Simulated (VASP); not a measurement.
# AlN (P6_3mc) in VASP: a series of runs

Runs on AlN. Level: PBE. Tasks: single point.

Everything below comes from runs of VASP 6.6.1. Logs are shortened: lines on timing, memory, paths and dates and some standing lists are left out, and cuts for length are marked.

### Step 1. The cell of the first run

It takes space group P6_3mc (No. 186, hexagonal). Conventional cell: a = 3.255 Å, b = 3.255 Å, c = 4.817 Å, α = 90.00°, β = 90.00°, γ = 120.00°. Within 2.4 Å of Al (site symmetry 3m) lie 4 N at 1.84 to 1.96 Å. Within 2.4 Å of N (site symmetry 3m) lie 4 Al at 1.84 to 1.96 Å.

### Step 2. Single point, PBE (strain +0.040 along x and y, -0.040 along z)

Contents of INCAR:

```
SYSTEM = AlN
ALGO = Normal
EDIFF = 1E-6
ENCUT = 520
GGA = PE
ISIF = 2
ISMEAR = 0
LASPH = .TRUE.
LCHARG = .FALSE.
LREAL = .FALSE.
LWAVE = .FALSE.
NBANDS = 16
NELM = 100
PREC = Accurate
SIGMA = 0.05
```

Contents of KPOINTS:

```
k-points
0
G
  12 12 6
  0 0 0
```

Contents of POSCAR:

```
AlN
1.0
    3.2554491453      0.0000000000      0.0000000000
   -1.6277245727      2.8193016605      0.0000000000
    0.0000000000      0.0000000000      4.8172604684
Al N
2 2
Direct
    0.3333333333      0.6666666667      0.0017287175
    0.6666666667      0.3333333333      0.5017287175
    0.3333333333      0.6666666667      0.3832712825
    0.6666666667      0.3333333333      0.8832712825
```

Potentials or basis: VASP PAW PBE potentials, release 64 (Al, N).

On the command line:

```
$ cat potpaw_PBE.64/Al/POTCAR potpaw_PBE.64/N/POTCAR > POTCAR
$ mpirun -np 1 vasp_std > vasp.out
```

OUTCAR:

```text
SYSTEM = AlN
   EDIFF = 1E-6
   ENCUT = 520
   GGA = PE
   ISIF = 2
   ISMEAR = 0
   LASPH = .TRUE.
   LREAL = .FALSE.
   NELM = 100
   PREC = Accurate

 ion  position               nearest neighbor table
   1  0.333  0.667  0.002-   3 1.84   4 1.96   4 1.96   4 1.96   2 3.06   2 3.06   2 3.06   2 3.06
                             2 3.06   2 3.06
   2  0.667  0.333  0.502-   4 1.84   3 1.96   3 1.96   3 1.96   1 3.06   1 3.06   1 3.06   1 3.06
                             1 3.06   1 3.06
   3  0.333  0.667  0.383-   1 1.84   2 1.96   2 1.96   2 1.96
   4  0.667  0.333  0.883-   2 1.84   1 1.96   1 1.96   1 1.96

  LATTYP: Found a hexagonal cell.
 ALAT       =     3.2554491453
 C/A-ratio  =     1.4797529476

  Lattice vectors:

 A1 = (   3.2554491453,   0.0000000000,   0.0000000000)
 A2 = (  -1.6277245727,   2.8193016605,   0.0000000000)
 A3 = (   0.0000000000,   0.0000000000,   4.8172604684)

Analysis of symmetry for initial positions (statically):
=====================================================================
 Subroutine PRICEL returns:
 Original cell was already a primitive cell.

 Routine SETGRP: Setting up the symmetry group for a
 hexagonal supercell.

 Subroutine GETGRP returns: Found 12 space group operations
 (whereof  6 operations were pure point group operations)
 out of a pool of 24 trial point group operations.

The static configuration has the point symmetry C_3v.
 The point group associated with its full space group is C_6v.

Analysis of symmetry for dynamics (positions and initial velocities):
=====================================================================
 Subroutine PRICEL returns:
 Original cell was already a primitive cell.

 Routine SETGRP: Setting up the symmetry group for a
 hexagonal supercell.

 Subroutine GETGRP returns: Found 12 space group operations
 (whereof  6 operations were pure point group operations)
 out of a pool of 24 trial point group operations.

The dynamic configuration has the point symmetry C_3v.
 The point group associated with its full space group is C_6v.

 Subroutine INISYM returns: Found 12 space group operations
 (whereof  6 operations are pure point group operations),
 and found     1 'primitive' translations

----------------------------------------------------------------------------------------

                                     Primitive cell

  volume of cell :      44.2133

  direct lattice vectors                    reciprocal lattice vectors
     3.255449145  0.000000000  0.000000000     0.307177276  0.177348883  0.000000000
    -1.627724573  2.819301660  0.000000000     0.000000000  0.354697766  0.000000000
     0.000000000  0.000000000  4.817260468     0.000000000  0.000000000  0.207586865

  length of vectors
     3.255449145  3.255449145  4.817260468     0.354697766  0.354697766  0.207586865

  position of ions in fractional coordinates (direct lattice)
     0.333333333  0.666666667  0.001728718
     0.666666667  0.333333333  0.501728718
     0.333333333  0.666666667  0.383271282
     0.666666667  0.333333333  0.883271282

  ion indices of the primitive-cell ions
   primitive index   ion index
                 1           1
                 2           2
                 3           3
                 4           4

----------------------------------------------------------------------------------------

 KPOINTS: k-points

Automatic generation of k-mesh.
 Grid dimensions read from file:
 generate k-points for:   12   12    6

 Generating k-lattice:

  Cartesian coordinates                     Fractional coordinates (reciprocal lattice)
     0.025598106  0.014779074  0.000000000     0.083333333  0.000000000  0.000000000
     0.000000000  0.029558147  0.000000000     0.000000000  0.083333333  0.000000000
     0.000000000  0.000000000  0.034597811     0.000000000  0.000000000  0.166666667

  Length of vectors
     0.029558147  0.029558147  0.034597811

  Shift w.r.t. Gamma in fractional coordinates (k-lattice)
     0.000000000  0.000000000  0.000000000

 Subroutine IBZKPT returns following result:
 ===========================================

 Found     76 irreducible k-points:

 Following reciprocal coordinates:
            Coordinates               Weight
  0.000000  0.000000  0.000000      1.000000
  0.083333  0.000000  0.000000      6.000000
  0.166667  0.000000  0.000000      6.000000
  0.250000  0.000000  0.000000      6.000000
  0.333333  0.000000  0.000000      6.000000
  0.416667  0.000000  0.000000      6.000000
[... 16 lines left out ...]
  0.250000  0.000000  0.166667     12.000000
  0.333333  0.000000  0.166667     12.000000
 [... further k-points ...]
   k-points           NKPTS =     76   k-points in BZ     NKDIM =     76   number of bands    NBANDS=     16
   number of dos      NEDOS =    301   number of ions     NIONS =      4
   total plane-waves  NPLWV =  20736
   dimension x,y,z NGX =    24 NGY =   24 NGZ =   36
   dimension x,y,z NGXF=    48 NGYF=   48 NGZF=   72
   ions per type =               2   2
   NGX,Y,Z   is equivalent  to a cutoff of  12.26, 12.26, 12.42 a.u.
   NGXF,Y,Z  is equivalent  to a cutoff of  24.51, 24.51, 24.85 a.u.
 SYSTEM =  AlN
   PREC   = accura    normal or accurate (medium, high low for compatibility)
   ISTART =      0    job   : 0-new  1-cont  2-samecut
   ICHARG =      2    charge: 1-file 2-atom 10-const
   ISPIN  =      1    spin polarized calculation?
   LNONCOLLINEAR =      F non collinear calculations
   LSORBIT =      F    spin-orbit coupling
   LASPH  =      T    aspherical Exc in radial PAW
   ENCUT  =  520.0 eV  38.22 Ry    6.18 a.u.   6.05  6.05  8.96*2*pi/ulx,y,z
   NELM   =    100;   NELMIN=  2; NELMDL= -5     # of ELM steps
   EDIFF  = 0.1E-05   stopping-criterion for ELM
   LREAL  =      F    real-space projection
   EDIFFG = 0.1E-04   stopping-criterion for IOM
   NSW    =      0    number of steps for IOM
   IBRION =     -1    ionic relax: 0-MD 1-quasi-New 2-CG
   NFREE  =      0    steps in history (QN), initial steepest desc. (CG)
   ISIF   =      2    stress and relaxation
   ISYM   =      2    0-nonsym 1-usesym 2-fastsym
   POTIM  = 0.5000    time-step for ionic-motion
   TEBEG  =    0.0;   TEEND  =   0.0 temperature during run
   PSTRESS=    0.0 pullay stress
   NELECT =      16.0000    total number of electrons
   NUPDOWN=      -1.0000    fix difference up-down
   EMIN   =  10.00;   EMAX   =-10.00  energy-range for DOS
   EFERMI =   0.00;   METHOD = LEGACY
   ISMEAR =     0;   SIGMA  =   0.05  broadening in eV -4-tet -1-fermi 0-gaus
   EFERMI_NEDOS =   21; number of points for ismear=-14 and -15
   IALGO  =     38    algorithm
   IMIX   =      4    mixing-type and parameters
     AMIX     =   0.40;   BMIX     =  1.00
     AMIX_MAG =   1.60;   BMIX_MAG =  1.00
  volume/ion in A,a.u.               =      11.05        74.59
  Fermi-wavevector in a.u.,A,eV,Ry     =   1.166623  2.204598 18.517663  1.361010
  Thomas-Fermi vector in A             =   2.303134
   LORBIT       =      0    0 simple, 1 ext, 2 COOP (PROOUT), +10 PAW based schemes
   GGA     = PE    functional components
   LHFCALC =     F    Hartree Fock is set to
   AEXX    =    0.0000 exact exchange contribution
   IVDW    =     0    specifies the selected vdW correction
   LEPSILON=     F    determine dielectric tensor
   LRPA    =     F    only Hartree local field effects (RPA)
 non-spin polarized calculation
 Gauss-broadening in eV      SIGMA  =   0.05
  energy-cutoff  :      520.00
  volume of cell :       44.21
 maximum number of plane-waves:      1218
   NGX = 13   NGY = 13   NGZ = 17

 number of electron      16.0000002 magnetization

 Free energy of the ion-electron system (eV)
  ---------------------------------------------------
  ext. energy  EPLUGINS =         0.00000000
  ---------------------------------------------------
  free energy    TOTEN  =       -29.52811681 eV

  energy without entropy =      -29.52811681  energy(sigma->0) =      -29.52811681

 E-fermi :   5.9990     XC(G=0): -10.6587

 val. band max:        5.7905405821   @ k =   0.0000   0.0000   0.0000
 cond. band min:       9.3153336500   @ k =   0.0000   0.0000   0.0000
 fundamental gap:      3.5247930678
 Fermi energy:         5.9989790861

 k-point     1 :       0.0000    0.0000    0.0000
  band No.  band energies     occupation
      1      -9.2502      2.00000
      2      -6.9581      2.00000
      3       0.0956      2.00000
      4       4.4916      2.00000
      5       4.4916      2.00000
      6       5.3653      2.00000
[... 8 lines left out ...]
     15      17.9056      0.00000
     16      19.1889      0.00000

 k-point     2 :       0.0833    0.0000    0.0000
  band No.  band energies     occupation
      1      -9.1730      2.00000
      2      -6.9255      2.00000
      3       0.1883      2.00000
      4       4.1174      2.00000
      5       4.3797      2.00000
      6       4.9566      2.00000
[... 8 lines left out ...]
     15      18.0046      0.00000
     16      18.3478      0.00000

 k-point     3 :       0.1667    0.0000    0.0000
  band No.  band energies     occupation
      1      -8.9482      2.00000
      2      -6.8402      2.00000
      3       0.4613      2.00000
      4       3.2143      2.00000
      5       4.1156      2.00000
      6       4.1472      2.00000
[... 8 lines left out ...]
     15      17.6468      0.00000
     16      17.7361      0.00000

 k-point     4 :       0.2500    0.0000    0.0000
  band No.  band energies     occupation
      1      -8.5986      2.00000
      2      -6.7402      2.00000
      3       0.8975      2.00000
      4       2.1750      2.00000
      5       3.2988      2.00000
      6       3.8135      2.00000
[... 8 lines left out ...]
     15      17.5173      0.00000
     16      17.8398      0.00000

 k-point     5 :       0.3333    0.0000    0.0000
  band No.  band energies     occupation
      1      -8.1701      2.00000
      2      -6.6856      2.00000
      3       1.2704      2.00000
      4       1.4624      2.00000
      5       2.5649      2.00000
      6       3.5523      2.00000
[... 8 lines left out ...]
     15      17.5709      0.00000
     16      18.9104      0.00000

 k-point     6 :       0.4167    0.0000    0.0000
  band No.  band energies     occupation
      1      -7.7514      2.00000
      2      -6.7274      2.00000
      3       0.6716      2.00000
      4       2.0174      2.00000
      5       2.0998      2.00000
      6       3.3794      2.00000
[... 8 lines left out ...]
     15      17.7111      0.00000
     16      19.8169      0.00000
[... 267 lines left out ...]
 k-point    21 :       0.0833    0.0000    0.1667
  band No.  band energies     occupation
      1      -9.0605      2.00000
      2      -7.1398      2.00000
      3       0.5283      2.00000
      4       4.1905      2.00000
      5       4.4398      2.00000
      6       4.6654      2.00000
[... 8 lines left out ...]
     15      17.5814      0.00000
     16      18.0868      0.00000

 k-point    22 :       0.1667    0.0000    0.1667
  band No.  band energies     occupation
      1      -8.8399      2.00000
      2      -7.0338      2.00000
      3       0.7233      2.00000
      4       3.3271      2.00000
      5       3.8862      2.00000
      6       4.1864      2.00000
[... 8 lines left out ...]
     15      17.5900      0.00000
     16      17.7607      0.00000

 k-point    23 :       0.2500    0.0000    0.1667
  band No.  band energies     occupation
      1      -8.4982      2.00000
      2      -6.8990      2.00000
      3       0.9408      2.00000
      4       2.4189      2.00000
      5       3.0924      2.00000
      6       3.8938      2.00000
[... 8 lines left out ...]
     15      17.6253      0.00000
     16      18.0134      0.00000

 k-point    24 :       0.3333    0.0000    0.1667
  band No.  band energies     occupation
      1      -8.0824      2.00000
      2      -6.7976      2.00000
      3       0.8311      2.00000
      4       1.9046      2.00000
      5       2.5590      2.00000
      6       3.6392      2.00000
[... 8 lines left out ...]
     15      17.7382      0.00000
     16      18.8856      0.00000

 [... further k-points ...]

------------------------ aborting loop because EDIFF is reached ----------------------------------------

  FORCE on cell =-STRESS in cart. coord.  units (eV):
  Direction    XX          YY          ZZ          XY          YZ          ZX
  --------------------------------------------------------------------------------------
  -------------------------------------------------------------------------------------
  Total       -4.3585755     -4.3585755      3.6609273      0.0000000      0.0000000      0.0000000
  in kB     -157.9437927   -157.9437927    132.6627786      0.0000000      0.0000000      0.0000000
  external PRESSURE =     -61.0749356 kB  Pullay stress =       0.0000000 kB

 VOLUME and BASIS-vectors are now :
 -----------------------------------------------------------------------------
  energy-cutoff  :      520.00
  volume of cell :       44.21
      direct lattice vectors                 reciprocal lattice vectors
     3.255449145  0.000000000  0.000000000     0.307177276  0.177348883  0.000000000
    -1.627724573  2.819301660  0.000000000     0.000000000  0.354697766  0.000000000
     0.000000000  0.000000000  4.817260468     0.000000000  0.000000000  0.207586865

 POSITION                                       TOTAL-FORCE (eV/Angst)
 -----------------------------------------------------------------------------------
     -0.00000      1.87953      0.00833         0.000000     -0.000000     -0.995945
      1.62772      0.93977      2.41696        -0.000000      0.000000     -0.995945
     -0.00000      1.87953      1.84632        -0.000000     -0.000000      0.995945
      1.62772      0.93977      4.25495         0.000000     -0.000000      0.995945
 -----------------------------------------------------------------------------------
    total drift:                                0.000000      0.000000      0.000011

  FREE ENERGIE OF THE ION-ELECTRON SYSTEM (eV)
  ---------------------------------------------------
  free  energy   TOTEN  =       -29.5281168076 eV

  energy  without entropy=      -29.5281168076  energy(sigma->0) =      -29.52811681
```

It took 44 s on 1 thread of Intel Xeon 8259CL, shared host; peak memory 0.18 GiB.

Results:

```yaml
Free_energy: -29.5281 eV
Pressure: -6.1 GPa
Largest_force: 0.996 eV/Å
Band_gap_on_the_k_mesh: 3.52 eV
```

Forces in eV/Å, atoms in the order of the input:
```
Al   0.000  0.000 -0.996
Al   0.000  0.000 -0.996
N    0.000  0.000  0.996
N    0.000  0.000  0.996
```

Caveat: the cell differs from its parent crystal (strain +0.040 along x and y, -0.040 along z); the cell stands under tension. A k mesh can miss the band edges.

### Step 3. Single point, PBE (strain +0.080 along x and y, -0.080 along z)

Contents of INCAR:

```
ALGO = Normal ; EDIFF = 1E-7
ENCUT = 520 ; GGA = PE
ISIF = 2 ; ISMEAR = 0
LASPH = T ; LCHARG = F
LREAL = F ; LWAVE = F
NBANDS = 16 ; NELM = 80
PREC = Accurate ; SIGMA = 0.05
```

Contents of KPOINTS:

```
k-points
0
Gamma
  12 12 6
```

Contents of POSCAR:

```
AlN
1.0
    3.3806587278      0.0000000000      0.0000000000
   -1.6903293639      2.9277363398      0.0000000000
    0.0000000000      0.0000000000      4.6165412822
Al N
2 2
Direct
    0.3333333333      0.6666666667      0.0017287175
    0.6666666667      0.3333333333      0.5017287175
    0.3333333333      0.6666666667      0.3832712825
    0.6666666667      0.3333333333      0.8832712825
```

Potentials or basis: VASP PAW PBE potentials, release 64 (Al, N).

On the command line:

```
$ cat potpaw_PBE.64/Al/POTCAR potpaw_PBE.64/N/POTCAR > POTCAR
$ mpirun -np 1 vasp_std > vasp.out
```

Wall time 98 s (1 thread of Intel Xeon 8259CL, shared host); peak memory 0.19 GiB.

Results (log left out):

* Free energy: -28.8302 eV
* Pressure: -7.3 GPa
* Largest force: 2.442 eV/Å
* Band gap on the k mesh: 3.14 eV

Forces on the atoms (eV/Å):
```
Al   0.000  0.000 -2.442
Al   0.000  0.000 -2.442
N    0.000  0.000  2.442
N    0.000  0.000  2.442
```

Stress tensor (GPa, compression positive):
```
-25.50   0.00   0.00
  0.00 -25.50   0.00
  0.00   0.00  29.23
```

Levels at points of the mesh, in eV from the valence-band top:
```csv
k point,band 5,band 6,band 7,band 8,band 9,band 10,band 11,band 12
"(0.00, 0.00, 0.00)",-1.59,-0.45,-0.45,0.00,3.14,4.49,9.09,9.09
"(0.50, 0.00, 0.00)",-3.30,-2.72,-1.81,-0.61,4.57,6.38,7.17,9.25
"(0.00, 0.00, 0.50)",-1.04,-1.04,-1.04,-1.04,5.06,5.06,9.37,9.37
"(0.50, 0.00, 0.50)",-1.82,-1.82,-1.06,-1.06,5.08,5.08,9.02,9.02
```

Caveat: the cell differs from its parent crystal (strain +0.080 along x and y, -0.080 along z); the cell stands under tension; forces of over 1 eV/Å act on the atoms, so gaps and moduli don't describe the material at rest.

(Continued in part 2 of 3.)
